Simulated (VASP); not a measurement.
# Mo: single point with PBE

Crystal: Mo.

```
Mo
1.0
    -1.58381    1.58381    1.58381
     1.58381   -1.58381    1.58381
     1.58381    1.58381   -1.58381
Mo
1
Direct
  0.00000 0.00000 0.00000
```

| Property | Result |
| --- | --- |
| Program | VASP 6.6.1 |
| Task | single point |
| Functional | PBE |
| Potentials or basis | VASP PAW PBE potentials, release 64 (Mo_sv) |
| Cutoff | 520 eV |
| k mesh | 12 × 12 × 12 |
| Occupations | fermi-dirac, width 0.05 eV |
| Spin | no spin polarisation |
| Dipole correction | no |
| Further INCAR settings | ALGO = Fast; EDIFF = 1e-06; NBANDS = 13 |

* Pressure: -1.3 GPa
* Band gap on the k mesh: zero (band 7 reaches 16.22 eV, above the bottom of band 8 at 11.00 eV)

Levels at points of the mesh, in eV from the Fermi level:
| k point | band 4 | band 5 | band 6 | band 7 | band 8 | band 9 | band 10 | band 11 |
| --- | --- | --- | --- | --- | --- | --- | --- | --- |
| (0.00, 0.00, 0.00) | -34.54 | -7.14 | -1.29 | -1.29 | -1.29 | 1.68 | 1.68 | 14.85 |
| (0.50, 0.00, 0.00) | -34.55 | -5.18 | -3.28 | 1.61 | 1.70 | 2.31 | 4.67 | 11.44 |
| (0.50, 0.50, 0.50) | -35.46 | -5.27 | -5.27 | 3.93 | 3.93 | 3.93 | 8.98 | 8.98 |

It took 6.7 s on 1 thread of Intel(R) Xeon(R) Platinum 8559C (Emerald Rapids) (shared host), peak memory 0.12 GiB.
